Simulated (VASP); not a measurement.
Set up this calculation in VASP 6.6.1, as the native input.

- Task: relaxation of cell and atoms
- Functional: PBEsol
- Potentials or basis: VASP PAW PBE potentials, release 64 (Ga_d)
- Cutoff: 600 eV
- k mesh: 18 × 18 × 18
- Occupations: fermi-dirac, width 0.05 eV
- Spin: no spin polarisation
- Target pressure: 230 GPa
- Dipole correction: no
- Further INCAR settings: ALGO = Normal; EDIFF = 1e-07; IBRION = 2; EDIFFG = -0.005; NSW = 60; ISIF = 3

The structure of Ga lies in POSCAR:

```
Ga
1.0
    2.0821746215      0.0000000000      0.0000000000
    0.0000000000      2.0821746215      0.0000000000
    0.0000000000      0.0000000000      2.0821746215
Ga
1
Direct
    0.0000000000      0.0000000000      0.0000000000
```

This isn't the form of Ga at room conditions, which is orthorhombic.

The input as run:

INCAR

```
PREC = Accurate
ENCUT = 600
EDIFF = 1E-7
ISMEAR = -1
SIGMA = 0.05
LREAL = False
LASPH = True
NELM = 100
ALGO = Normal
ISIF = 3
LWAVE = False
LCHARG = False
GGA = PS
IBRION = 2
NSW = 60
EDIFFG = -0.005
PSTRESS = 2300.0
```

KPOINTS

```
regular mesh
0
Gamma
  18 18 18
```

Potentials or basis: VASP PAW PBE potentials, release 64 (Ga_d).

Launch:

```sh
$ cat potpaw_PBE.64/Ga_d/POTCAR > POTCAR
$ mpirun -np 1 vasp_std > vasp.out
```

It gave:

```yaml
Relaxed_volume: 9.22 Å³/atom
Relaxed_cell: a = 2.097 Å, b = 2.097 Å, c = 2.097 Å, α = 90.00°, β = 90.00°, γ = 90.00°
Space_group_after_relaxing_to_0.1_Å: Pm-3m (No. 221)
Energy_change_on_relaxing_the_run_minimises_the_enthalpy: -282.0 meV/atom
Ionic_steps: 7
Pressure_after_relaxing: 230.0 GPa
Band_gap_on_the_k_mesh: zero (an odd number of electrons rules out a gap without spin polarisation)
```

Caveat: the cell is relaxed towards a set pressure, so the run minimises the enthalpy, not the energy; the PAW data sets were made with another functional, which shifts forces and pressure a little.

It took 120 s on 1 thread of Intel Xeon 8259CL, with other jobs on the host, peak memory 0.15 GiB.
